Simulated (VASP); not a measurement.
Wanted: the native input for a VASP 6.6.1 run.

| Property | Result |
| --- | --- |
| Task | single point |
| Functional | BLYP |
| Potentials or basis | VASP PAW PBE potentials, release 64 (Li_sv) |
| Cutoff | 520 eV |
| k mesh | 8 × 8 × 12 |
| Occupations | fermi-dirac, width 0.1 eV |
| Spin | no spin polarisation |
| Dipole correction | no |
| Further INCAR settings | ALGO = Normal; EDIFF = 1e-07; NBANDS = 12 |

The structure of Li lies in POSCAR:

```
Li
1.0
    4.8462639131      0.0000000000      0.0000000000
   -2.4231319565      4.1969876622      0.0000000000
    0.0000000000      0.0000000000      2.8357261968
Li
3
Direct
    0.0000000000      0.0000000000      0.0000000000
    0.3333333333      0.6666666667      0.5000000000
    0.6666666667      0.3333333333      0.5000000000
```

This isn't the form of Li at room conditions, which is bcc.

The input as run:

INCAR

```
SYSTEM = Li
AGGAC = 1.0
AGGAX = 1.0
ALDAC = 0.0
ALDAX = 1.0
ALGO = Normal
EDIFF = 1E-7
ENCUT = 520
GGA = B5
ISIF = 2
ISMEAR = -1
LASPH = .TRUE.
LCHARG = .FALSE.
LREAL = .FALSE.
LWAVE = .FALSE.
NBANDS = 12
NELM = 60
PREC = Accurate
SIGMA = 0.1
```

KPOINTS

```
k-points
0
G
  8 8 12
  0 0 0
```

Potentials or basis: VASP PAW PBE potentials, release 64 (Li_sv).

Command:

```sh
$ cat potpaw_PBE.64/Li_sv/POTCAR > POTCAR
$ mpirun -np 1 vasp_std > vasp.out
```

It gave:

| Item | Value |
| --- | --- |
| Band gap on the k mesh | zero (an odd number of electrons rules out a gap without spin polarisation) |

Wall time 75 s on 1 thread of Intel Xeon 8259CL (shared host), peak memory 0.18 GiB.
